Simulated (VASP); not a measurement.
A run of VASP 6.6.1:

Contents of INCAR:

```
SYSTEM = Au
GGA = PS
ISMEAR = 1
SIGMA = 0.1
LWAVE = .FALSE.
LCHARG = .FALSE.
ISIF = 2
PREC = Accurate
LASPH = .TRUE.
LREAL = .FALSE.
ALGO = Normal
EDIFF = 1E-6
NELM = 120
GGA_COMPAT = .FALSE.
ENCUT = 400
```

Contents of KPOINTS:

```
k-points
0
Gamma
  13 13 7
```

File POSCAR:

```
Au
1.0
    2.9000000000      0.0000000000      0.0000000000
   -1.4500000000      2.5114736710      0.0000000000
    0.0000000000      0.0000000000      4.8800000000
Au
2
Direct
    0.6666666667      0.3333333333      0.2500000000
    0.3333333333      0.6666666667      0.7500000000
```

Potentials or basis: VASP PAW PBE potentials, release 64 (Au).

The run is started by

```console
$ cat potpaw_PBE.64/Au/POTCAR > POTCAR
$ mpirun -np 1 vasp_std > vasp.out
```

Hardware: 1 thread of Intel(R) Xeon(R) Platinum 8488C (Sapphire Rapids), with other jobs on the host.

Question: How long does it take, and how much memory?

Answer: It took 13 s on 1 thread of Intel(R) Xeon(R) Platinum 8488C (Sapphire Rapids), on a shared host, peak memory 0.15 GiB. Counts: scf iterations 11, k points 84.
